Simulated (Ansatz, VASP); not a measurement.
# One calculation of Ti, two programs

INCAR

```
SYSTEM = Ti
ALGO     = Normal         ! electronic algorithm
EDIFF    = 1E-6           ! SCF threshold, eV
ENCUT    = 500            ! plane-wave cutoff, eV
GGA      = PE             ! functional
GGA_COMPAT= .False.      
ISIF     = 2              ! what is computed and relaxed
ISMEAR   = 0              ! smearing method
LASPH    = .True.         ! aspherical terms in the spheres
LCHARG   = .False.        ! write CHGCAR
LREAL    = .False.        ! projectors in reciprocal space
LWAVE    = .False.        ! write WAVECAR
NBANDS   = 25             ! bands
NELM     = 120            ! most SCF steps
PREC     = Accurate       ! precision mode
SIGMA    = 0.15           ! smearing width, eV
```

The input KPOINTS:

```
k-points
0
Gamma
  12 12 14
  0 0 0
```

POSCAR

```
Ti
1.0
    4.5790987804      0.0000000000      0.0000000000
   -2.2895493902      3.9656158702      0.0000000000
    0.0000000000      0.0000000000      2.8317615649
Ti
3
Direct
   -0.0493546898      0.0000000000      0.0000000000
    0.3580106782      0.6666666667      0.4745741305
    0.6913440116      0.3333333333      0.5254258695
```

Input for Ansatz:

```yaml
crystal:
  lattice:
    - [4.5790987804, 0.0, 0.0]
    - [-2.2895493902, 3.9656158702, 0.0]
    - [0.0, 0.0, 2.8317615649]
  atoms:
    - { symbol: Ti, position: [-0.0493546898, 0.0, 0.0] }
    - { symbol: Ti, position: [0.3580106782, 0.6666666667, 0.4745741305] }
    - { symbol: Ti, position: [0.6913440116, 0.3333333333, 0.5254258695] }
basis:
  ecutwfc: 520.0
kpoints:
  mp_grid: { grid: [12, 12, 14] }
hamiltonian:
  xc: pbe
  pseudopotentials: { kind: paw, azcp: { folder: soft_1 } }
scf:
  occupations: { method: gaussian, width: 0.15 }
output:
  forces: true
  stress: true
  eigenvalues: true
```

Change from the starting cell: mode 4 frozen in at -0.072 Å and mode 5 at -0.226 Å (largest displacements).

Alike in both runs: task single point; functional PBE; k mesh 12 × 12 × 14; occupations gaussian, width 0.15 eV; no spin polarisation.

|  | VASP | Ansatz |
| --- | --- | --- |
| version | VASP 6.6.1 | Ansatz 0.2.0 |
| potentials or method | VASP PAW PBE potentials, release 64 (Ti_sv), cutoff 500 eV | scalar-relativistic, plane waves, PAW |
| valence electrons in the cell | 36 | 36 |

|  | VASP | Ansatz | Ansatz less VASP |
| --- | --- | --- | --- |
| gap on the k mesh at the Fermi level (eV) | none | none | - |
| pressure (GPa) | 2.7 | 2.9 | +0.25 |
| traceless stress, the component that is largest in VASP (GPa) | 1.77 | 1.77 | -0.002 |
| rms of the force components (eV/Å) | 0.674 | 0.678 | +0.0044 |

Atom by atom the forces differ by 0.005 eV/Å (rms over components). A gap of «none» marks a metal or a gap that the smearing closes.
